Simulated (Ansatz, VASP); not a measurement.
**Cu3Pd in VASP and in Ansatz**

```xyz
4
Lattice="3.7709 0.0000 0.0000 0.0000 3.7709 0.0000 0.0000 0.0000 3.6590" Properties=species:S:1:pos:R:3 pbc="T T T"
Cu    0.0000    1.8855    1.8295
Cu    1.8855    0.0000    1.8295
Cu    1.8855    1.8855    0.0000
Pd    0.0000    0.0000    0.0000
```

Change from the starting cell: equal xx and yy strain of +2 %, crystal datasets.

Alike in both runs: task electric field gradients; functional PBEsol; k mesh 11 × 11 × 11; occupations fermi-dirac, width 0.05 eV; no spin polarisation.

```csv
,VASP,Ansatz
version,VASP 6.6.1,Ansatz 0.2.0
potentials or method,"VASP PAW PBE potentials, release 64 (Cu, Pd), cutoff 520 eV","all-electron PAW with datasets made for the crystal, scalar-relativistic"
```

|  | VASP | Ansatz | Ansatz less VASP |
| --- | --- | --- | --- |
| pressure (GPa) | -9.1 | -9.6 | -0.41 |
| traceless stress, the component that is largest in VASP (GPa) | 0.89 | 0.91 | +0.016 |
| size of Vzz on the site where it differs most (V/Å²) | 25.4 | 24.5 | -0.88 |

VASP's potentials were made for PBE, not for PBEsol. Ansatz ran all-electron here, and VASP with PAW potentials.
